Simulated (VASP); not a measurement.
Wanted: the native input for a VASP 6.6.1 run.

```yaml
Task: single point
Functional: PBEsol
Dispersion: D3(BJ)
Potentials_or_basis: VASP PAW PBE potentials, release 64 (Ga_d, P)
Cutoff: 520 eV
k_mesh: 6 × 6 × 6
Occupations: fermi-dirac, width 0.1 eV
Spin: non-collinear spin, zero start, spin-orbit coupling
Starting_moments: "[[0.0, 0.0, 0.0], [0.0, 0.0, 0.0]] μB"
Dipole_correction: no
Further_INCAR_settings: ALGO = Normal; EDIFF = 1e-06; NBANDS = 30
```

The structure of GaP lies in POSCAR:

```
GaP
1.0
    0.0000000000      2.7252500000      2.7252500000
    2.7252500000      0.0000000000      2.7252500000
    2.7252500000      2.7252500000      0.0000000000
Ga P
1 1
Direct
    0.0000000000      0.0000000000      0.0000000000
    0.7500000000      0.7500000000      0.7500000000
```

These files were run (other wordings do the same):

INCAR

```
ALGO = Normal
EDIFF = 1E-6
ENCUT = 520
GGA = PS
GGA_COMPAT = F
ISIF = 2
ISMEAR = -1
IVDW = 12
LASPH = T
LCHARG = F
LORBIT = 11
LORBMOM = T
LREAL = F
LSORBIT = T
LWAVE = F
MAGMOM = 0 0 0 0 0 0
NBANDS = 30
NELM = 150
PREC = Accurate
SIGMA = 0.1
```

KPOINTS

```
k-points
0
Gamma
  6 6 6
```

Potentials or basis: VASP PAW PBE potentials, release 64 (Ga_d, P).

Command:

```console
$ cat potpaw_PBE.64/Ga_d/POTCAR potpaw_PBE.64/P/POTCAR > POTCAR
$ mpirun -np 1 vasp_ncl > vasp.out
```

It gave:

| Item | Value |
| --- | --- |
| Pressure | -2.9 GPa |
| Net moment | 0.00 μB per cell |
| Valence electrons inside the program's atomic spheres | Ga 11.73; P 2.53 |
| Dispersion energy per atom | -0.281 eV |

Caveat: the PAW data sets were made with another functional, which shifts forces and pressure a little.

Wall time 91 s on 1 thread of AMD EPYC 7R43 64-Core Processor (Zen 3) (shared host), peak memory 0.26 GiB.
